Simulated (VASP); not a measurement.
# RuPt2 (P6/mmm) in VASP: further runs

RuPt2 is run at these levels: PBE; tasks: single point.

Program: VASP 6.6.1. These are calculated values, not measurements. Logs are shortened: lines on timing, memory, paths and dates and some standing lists are left out, and cuts for length are marked.

## Step 1: The cell of the first run

The structure is hexagonal, space group P6/mmm (No. 191). Conventional cell: a = 4.462 Å, b = 4.462 Å, c = 2.680 Å, α = 90.00°, β = 90.00°, γ = 120.00°. Within 3.5 Å of Ru (site symmetry 6/mmm) lie 2 Ru at 2.68 Å and 12 Pt at 2.90 Å. Within 3.4 Å of Pt (site symmetry -6m2) lie 5 Pt at 2.58 to 2.68 Å and 6 Ru at 2.90 Å.

## Step 2: Single point, PBE, collinear spin, ferromagnetic start

INCAR reads:

```
SYSTEM = RuPt2
PREC = Accurate ; ENCUT = 520
EDIFF = 1E-6 ; ISMEAR = 0
SIGMA = 0.1 ; LREAL = .False.
LASPH = .True. ; NELM = 150
ALGO = Normal ; ISIF = 2
LWAVE = .False. ; LCHARG = .False.
ISPIN = 2 ; MAGMOM = 1 0 0
LORBIT = 11 ; LMAXMIX = 4
GGA = PE ; NBANDS = 28
```

KPOINTS reads:

```
Automatic mesh
0
Gamma
  6 6 6
  0 0 0
```

POSCAR reads:

```
RuPt2
1.0
    4.4615032909      0.0000000000      0.0000000000
   -2.2307516455      3.8637751890      0.0000000000
    0.0000000000      0.0000000000      2.6797930785
Ru Pt
1 2
Direct
    0.0000000000      0.0000000000      0.0000000000
    0.3333333333      0.6666666667      0.5000000000
    0.6666666667      0.3333333333      0.5000000000
```

Potentials or basis: VASP PAW PBE potentials, release 64 (Ru_pv, Pt).

Command:

```sh
cat potpaw_PBE.64/Ru_pv/POTCAR potpaw_PBE.64/Pt/POTCAR > POTCAR
mpirun -np 1 vasp_std > vasp.out
```

OUTCAR:

```text
SYSTEM = RuPt2
   PREC = Accurate
   ENCUT = 520
   EDIFF = 1E-6
   ISMEAR = 0
   LREAL = .False.
   LASPH = .True.
   NELM = 150
   ISIF = 2
   ISPIN = 2
   LORBIT = 11
   GGA = PE

 ion  position               nearest neighbor table
   1  0.000  0.000  0.000-   2 2.90   3 2.90   2 2.90   3 2.90   3 2.90   3 2.90   2 2.90   2 2.90
                             3 2.90   3 2.90   2 2.90   2 2.90
   2  0.333  0.667  0.500-   3 2.58   3 2.58   3 2.58   1 2.90   1 2.90   1 2.90   1 2.90   1 2.90
                             1 2.90
   3  0.667  0.333  0.500-   2 2.58   2 2.58   2 2.58   1 2.90   1 2.90   1 2.90   1 2.90   1 2.90
                             1 2.90

  LATTYP: Found a hexagonal cell.
 ALAT       =     4.4615032909
 C/A-ratio  =     0.6006480112

  Lattice vectors:

 A1 = (   4.4615032909,   0.0000000000,   0.0000000000)
 A2 = (  -2.2307516455,   3.8637751890,   0.0000000000)
 A3 = (   0.0000000000,   0.0000000000,   2.6797930785)

Analysis of symmetry for initial positions (statically):
=====================================================================
 Subroutine PRICEL returns:
 Original cell was already a primitive cell.

 Routine SETGRP: Setting up the symmetry group for a
 hexagonal supercell.

 Subroutine GETGRP returns: Found 24 space group operations
 (whereof 24 operations were pure point group operations)
 out of a pool of 24 trial point group operations.

The static configuration has the point symmetry D_6h.

Analysis of symmetry for dynamics (positions and initial velocities):
=====================================================================
 Subroutine PRICEL returns:
 Original cell was already a primitive cell.

 Routine SETGRP: Setting up the symmetry group for a
 hexagonal supercell.

 Subroutine GETGRP returns: Found 24 space group operations
 (whereof 24 operations were pure point group operations)
 out of a pool of 24 trial point group operations.

The dynamic configuration has the point symmetry D_6h.

Analysis of structural, dynamic, and magnetic symmetry:
=====================================================================
 Subroutine PRICEL returns:
 Original cell was already a primitive cell.

 Routine SETGRP: Setting up the symmetry group for a
 hexagonal supercell.

 Subroutine GETGRP returns: Found 24 space group operations
 (whereof 24 operations were pure point group operations)
 out of a pool of 24 trial point group operations.

The overall configuration has the point symmetry D_6h.

 Subroutine INISYM returns: Found 24 space group operations
 (whereof 24 operations are pure point group operations),
 and found     1 'primitive' translations

----------------------------------------------------------------------------------------

                                     Primitive cell

  volume of cell :      46.1949

  direct lattice vectors                    reciprocal lattice vectors
     4.461503291  0.000000000  0.000000000     0.224139698  0.129407115  0.000000000
    -2.230751645  3.863775189  0.000000000     0.000000000  0.258814230  0.000000000
     0.000000000  0.000000000  2.679793078     0.000000000  0.000000000  0.373163140

  length of vectors
     4.461503291  4.461503291  2.679793078     0.258814230  0.258814230  0.373163140

  position of ions in fractional coordinates (direct lattice)
     0.000000000  0.000000000  0.000000000
     0.333333333  0.666666667  0.500000000
     0.666666667  0.333333333  0.500000000

  ion indices of the primitive-cell ions
   primitive index   ion index
                 1           1
                 2           2
                 3           3

----------------------------------------------------------------------------------------

 KPOINTS: Automatic mesh

Automatic generation of k-mesh.
 Grid dimensions read from file:
 generate k-points for:    6    6    6

 Generating k-lattice:

  Cartesian coordinates                     Fractional coordinates (reciprocal lattice)
     0.037356616  0.021567852  0.000000000     0.166666667  0.000000000  0.000000000
     0.000000000  0.043135705  0.000000000     0.000000000  0.166666667  0.000000000
     0.000000000  0.000000000  0.062193857     0.000000000  0.000000000  0.166666667

  Length of vectors
     0.043135705  0.043135705  0.062193857

  Shift w.r.t. Gamma in fractional coordinates (k-lattice)
     0.000000000  0.000000000  0.000000000

 Subroutine IBZKPT returns following result:
 ===========================================

 Found     28 irreducible k-points:

 Following reciprocal coordinates:
            Coordinates               Weight
  0.000000  0.000000  0.000000      1.000000
  0.166667  0.000000  0.000000      6.000000
  0.333333 -0.000000  0.000000      6.000000
  0.500000 -0.000000  0.000000      3.000000
  0.166667  0.166667  0.000000      6.000000
  0.333333  0.166667  0.000000     12.000000
[... 16 lines left out ...]
  0.166667  0.000000  0.500000      6.000000
  0.333333 -0.000000  0.500000      6.000000
 [... further k-points ...]
   k-points           NKPTS =     28   k-points in BZ     NKDIM =     28   number of bands    NBANDS=     28
   number of dos      NEDOS =    301   number of ions     NIONS =      3
   total plane-waves  NPLWV =  25920
   dimension x,y,z NGX =    36 NGY =   36 NGZ =   20
   dimension x,y,z NGXF=    72 NGYF=   72 NGZF=   40
   ions per type =               1   2
   NGX,Y,Z   is equivalent  to a cutoff of  13.41, 13.41, 12.41 a.u.
   NGXF,Y,Z  is equivalent  to a cutoff of  26.83, 26.83, 24.81 a.u.
 SYSTEM =  RuPt2
   PREC   = accura    normal or accurate (medium, high low for compatibility)
   ISTART =      0    job   : 0-new  1-cont  2-samecut
   ICHARG =      2    charge: 1-file 2-atom 10-const
   ISPIN  =      2    spin polarized calculation?
   LNONCOLLINEAR =      F non collinear calculations
   LSORBIT =      F    spin-orbit coupling
   LASPH  =      T    aspherical Exc in radial PAW
   ENCUT  =  520.0 eV  38.22 Ry    6.18 a.u.   8.30  8.30  4.98*2*pi/ulx,y,z
   NELM   =    150;   NELMIN=  2; NELMDL= -5     # of ELM steps
   EDIFF  = 0.1E-05   stopping-criterion for ELM
   LREAL  =      F    real-space projection
   EDIFFG = 0.1E-04   stopping-criterion for IOM
   NSW    =      0    number of steps for IOM
   IBRION =     -1    ionic relax: 0-MD 1-quasi-New 2-CG
   NFREE  =      0    steps in history (QN), initial steepest desc. (CG)
   ISIF   =      2    stress and relaxation
   ISYM   =      2    0-nonsym 1-usesym 2-fastsym
   POTIM  = 0.5000    time-step for ionic-motion
   TEBEG  =    0.0;   TEEND  =   0.0 temperature during run
   PSTRESS=    0.0 pullay stress
   NELECT =      34.0000    total number of electrons
   NUPDOWN=      -1.0000    fix difference up-down
   EMIN   =  10.00;   EMAX   =-10.00  energy-range for DOS
   EFERMI =   0.00;   METHOD = LEGACY
   ISMEAR =     0;   SIGMA  =   0.10  broadening in eV -4-tet -1-fermi 0-gaus
   EFERMI_NEDOS =   21; number of points for ismear=-14 and -15
   IALGO  =     38    algorithm
   IMIX   =      4    mixing-type and parameters
     AMIX     =   0.40;   BMIX     =  1.00
     AMIX_MAG =   1.60;   BMIX_MAG =  1.00
  volume/ion in A,a.u.               =      15.40       103.91
  Fermi-wavevector in a.u.,A,eV,Ry     =   1.478097  2.793199 29.725623  2.184772
  Thomas-Fermi vector in A             =   2.592420
   LORBIT       =     11    0 simple, 1 ext, 2 COOP (PROOUT), +10 PAW based schemes
   GGA     = PE    functional components
   LHFCALC =     F    Hartree Fock is set to
   AEXX    =    0.0000 exact exchange contribution
   IVDW    =     0    specifies the selected vdW correction
   LEPSILON=     F    determine dielectric tensor
   LRPA    =     F    only Hartree local field effects (RPA)
 spin polarized calculation
 Gauss-broadening in eV      SIGMA  =   0.10
  energy-cutoff  :      520.00
  volume of cell :       46.19
 maximum number of plane-waves:      1266
 NGX is ok and might be reduce to    36
   NGX = 17   NGY = 17   NGZ =  9

 number of electron      34.0000002 magnetization       1.3424708

 Free energy of the ion-electron system (eV)
  ---------------------------------------------------
  ext. energy  EPLUGINS =         0.00000000
  ---------------------------------------------------
  free energy    TOTEN  =       -20.73614701 eV

  energy without entropy =      -20.72016957  energy(sigma->0) =      -20.72815829

 E-fermi :  10.9373     XC(G=0): -13.3442

 val. band max:       10.9329979556   @ k =   0.1667   0.1667   0.3333
 cond. band min:      10.9380612726   @ k =   0.3333   0.3333   0.3333
 fundamental gap:      0.0050633170
 Fermi energy:        10.9373317440

 spin component 1

 k-point     1 :       0.0000    0.0000    0.0000
  band No.  band energies     occupation
      1     -32.4026      1.00000
      2     -32.4026      1.00000
      3     -32.1605      1.00000
      4       1.5959      1.00000
      5       4.5798      1.00000
      6       5.9376      1.00000
[... 20 lines left out ...]
     27      23.9998      0.00000
[... 691 lines left out ...]
      6       4.9923      1.00000
[... 20 lines left out ...]
     27      22.6427      0.00000
     28      26.2982      0.00000

 [... further k-points ...]

 spin component 2

 k-point     1 :       0.0000    0.0000    0.0000
  band No.  band energies     occupation
      1     -31.4933      1.00000
      2     -31.4933      1.00000
      3     -31.2955      1.00000
      4       1.6409      1.00000
      5       4.7484      1.00000
      6       6.0164      1.00000
[... 20 lines left out ...]
     27      24.0673      0.00000
[... 691 lines left out ...]
      6       5.0775      1.00000
[... 20 lines left out ...]
     27      22.8546      0.00000
     28      26.3267      0.00000

 [... further k-points ...]

------------------------ aborting loop because EDIFF is reached ----------------------------------------

  FORCE on cell =-STRESS in cart. coord.  units (eV):
  Direction    XX          YY          ZZ          XY          YZ          ZX
  --------------------------------------------------------------------------------------
  -------------------------------------------------------------------------------------
  Total        0.2729972      0.2729972      0.2056965     -0.0000000      0.0000000      0.0000000
  in kB        9.4683521      9.4683521      7.1341664     -0.0000000      0.0000000      0.0000000
  external PRESSURE =       8.6902902 kB  Pullay stress =       0.0000000 kB

 VOLUME and BASIS-vectors are now :
 -----------------------------------------------------------------------------
  energy-cutoff  :      520.00
  volume of cell :       46.19
      direct lattice vectors                 reciprocal lattice vectors
     4.461503291  0.000000000  0.000000000     0.224139698  0.129407115  0.000000000
    -2.230751645  3.863775189  0.000000000     0.000000000  0.258814230  0.000000000
     0.000000000  0.000000000  2.679793078     0.000000000  0.000000000  0.373163140

 POSITION                                       TOTAL-FORCE (eV/Angst)
 -----------------------------------------------------------------------------------
      0.00000      0.00000      0.00000         0.000000      0.000000      0.000000
     -0.00000      2.57585      1.33990        -0.000000      0.000000      0.000000
      2.23075      1.28793      1.33990         0.000000     -0.000000     -0.000000
 -----------------------------------------------------------------------------------
    total drift:                                0.000000      0.000000     -0.000000

  FREE ENERGIE OF THE ION-ELECTRON SYSTEM (eV)
  ---------------------------------------------------
  free  energy   TOTEN  =       -20.7361470051 eV

  energy  without entropy=      -20.7201695745  energy(sigma->0) =      -20.72815829

 total charge

# of ion       s       p       d       tot
------------------------------------------
    1        0.301   6.204   5.847  12.353
    2        0.699   0.651   8.025   9.374
    3        0.699   0.651   8.025   9.374
--------------------------------------------------
tot          1.699   7.506  21.897  31.102

 magnetization (x)

# of ion       s       p       d       tot
------------------------------------------
    1        0.006   0.007   1.123   1.135
    2       -0.005  -0.017   0.112   0.090
    3       -0.005  -0.017   0.112   0.090
--------------------------------------------------
tot         -0.004  -0.027   1.346   1.315
```

Run time: 63 s. Hardware: 1 thread of AMD EPYC 9R45 (Zen 5), shared host; peak memory 0.18 GiB.

What came out:

* Free energy: -20.7361 eV
* Pressure: 0.9 GPa
* Net moment: 1.34 μB per cell
* Site moments: Ru +1.14; Pt +0.09 μB
* Valence electrons inside the program's atomic spheres: Ru 12.35; Pt 9.37

Stress tensor (GPa, compression positive):
```
0.95 0.00 0.00
0.00 0.95 0.00
0.00 0.00 0.71
```

Levels at points of the mesh, in eV from the Fermi level:
Spin up:
| k point | band 15 | band 16 | band 17 | band 18 | band 19 | band 20 | band 21 | band 22 |
| --- | --- | --- | --- | --- | --- | --- | --- | --- |
| (0.00, 0.00, 0.00) | -2.25 | -1.67 | -1.67 | 0.47 | 0.47 | 6.04 | 7.16 | 7.32 |
| (0.50, 0.00, 0.00) | -0.56 | -0.51 | -0.38 | -0.16 | 0.08 | 0.18 | 0.44 | 6.85 |
| (0.00, 0.00, 0.50) | -0.21 | 0.00 | 0.00 | 1.01 | 2.70 | 2.76 | 7.84 | 8.75 |
| (0.50, 0.00, 0.50) | -1.10 | -0.23 | 0.59 | 0.65 | 2.01 | 2.83 | 5.52 | 6.30 |
Spin down:
| k point | band 13 | band 14 | band 15 | band 16 | band 17 | band 18 | band 19 | band 20 |
| --- | --- | --- | --- | --- | --- | --- | --- | --- |
| (0.00, 0.00, 0.00) | -2.17 | -2.15 | -2.15 | -1.32 | -1.32 | 1.03 | 1.03 | 6.06 |
| (0.50, 0.00, 0.00) | -1.95 | -1.29 | -0.43 | -0.32 | 0.13 | 0.21 | 0.49 | 0.81 |
| (0.00, 0.00, 0.50) | -3.03 | 0.46 | 0.46 | 0.57 | 0.57 | 1.12 | 2.87 | 3.41 |
| (0.50, 0.00, 0.50) | -1.53 | -1.48 | -1.05 | 0.41 | 0.84 | 1.37 | 2.05 | 2.94 |

Caveat: the k points lie up to 0.39 Å⁻¹ apart; spin-orbit coupling is left out, which moves the levels of the heavy elements.

## Step 3: Single point, PBE

This run uses another cell than the first one, of 14.02 Å³/atom, 0.910 times its volume.

INCAR reads:

```
SYSTEM = RuPt2
PREC = Accurate ; ENCUT = 600
EDIFF = 1E-6 ; ISMEAR = 0
SIGMA = 0.1 ; LREAL = .False.
LASPH = .True. ; NELM = 120
ALGO = Normal ; ISIF = 2
LWAVE = .False. ; LCHARG = .True.
GGA = PE ; LELF = .True.
LVHAR = .True. ; NBANDS = 33
GGA_COMPAT = .False.
```

KPOINTS reads:

```
Automatic mesh
0
Gamma
  6 6 4
  0 0 0
```

POSCAR reads:

```
RuPt2
1.0
    3.5564939400      0.0000000000      0.0000000000
   -1.7782469700      3.0800141000      0.0000000000
    0.0000000000      0.0000000000      3.8395023300
Ru Pt
1 2
Direct
    0.0000000000      0.0000000000      0.0000000000
    0.3333333300      0.6666666700      0.5000000000
    0.6666666700      0.3333333300      0.5000000000
```

Potentials or basis: VASP PAW PBE potentials, release 64 (Ru_sv, Pt_sv_GW).

Command:

```sh
cat potpaw_PBE.64/Ru_sv/POTCAR potpaw_PBE.64/Pt_sv_GW/POTCAR > POTCAR
mpirun -np 1 vasp_std > vasp.out
```

Run time: 18 s. Hardware: 1 thread of Intel Xeon 6975P-C (Granite Rapids), shared host; peak memory 0.19 GiB.

Results (log left out):

* Free energy: -9.9296 eV
* Pressure: 149.3 GPa
* Band gap on the k mesh: zero (band 26 reaches 13.51 eV, above the bottom of band 27 at 12.83 eV)

Stress tensor (GPa, compression positive):
```
217.41   0.00   0.00
  0.00 217.41   0.00
  0.00   0.00  13.16
```

Levels at points of the mesh, in eV from the Fermi level:
```csv
k point,band 23,band 24,band 25,band 26,band 27,band 28,band 29,band 30
"(0.00, 0.00, 0.00)",-2.07,-1.95,-1.95,-1.46,1.26,1.26,1.87,10.13
"(0.50, 0.00, 0.00)",-0.62,-0.31,-0.09,0.10,0.58,0.84,2.47,3.75
"(0.00, 0.00, 0.50)",-2.29,-1.21,-1.14,-0.54,-0.54,0.00,0.00,9.47
"(0.50, 0.00, 0.50)",-2.08,-1.84,-0.48,-0.41,0.65,0.89,1.52,5.03
```

Caveat: the k points lie up to 0.41 Å⁻¹ apart; spin-orbit coupling is left out, which moves the levels of the heavy elements.
